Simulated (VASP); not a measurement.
Ge, 2 atoms in the cell. It takes space group I4_1/amd (No. 141, tetragonal). Conventional cell: a = 5.404 Å, b = 5.404 Å, c = 2.959 Å, α = 90.00°, β = 90.00°, γ = 90.00°. Within 3.7 Å of Ge (site symmetry -4m2) lie 10 Ge at 2.80 to 3.50 Å.  This cell differs from its parent crystal: strain +0.050 along x and y, +0.050 along z.

```yaml
Program: VASP 6.6.1
Task: single point
Functional: r2SCAN
Potentials_or_basis: VASP PAW PBE potentials, release 64 (Ge_d)
Cutoff: 520 eV
k_mesh: 24 × 24 × 24
Occupations: gaussian, width 0.15 eV
Spin: no spin polarisation
Dipole_correction: no
Further_INCAR_settings: ALGO = Normal; EDIFF = 1e-06; NBANDS = 21
```

Potentials or basis: VASP PAW PBE potentials, release 64 (Ge_d).

Command:

```bash
$ cat potpaw_PBE.64/Ge_d/POTCAR > POTCAR
$ cp INCAR.step1 INCAR
$ mpirun -np 1 vasp_std > vasp.out
$ cp INCAR.step2 INCAR
$ mpirun -np 1 vasp_std > vasp.out
```

Hardware: 1 thread of Oxide Virtual Turin-like Processor, on a shared host.

Task: Estimate the wall time of this run.

Result: Wall time 88 min on 1 thread of Oxide Virtual Turin-like Processor, with other jobs on the host, peak memory 0.75 GiB. Counts: k points 1063.
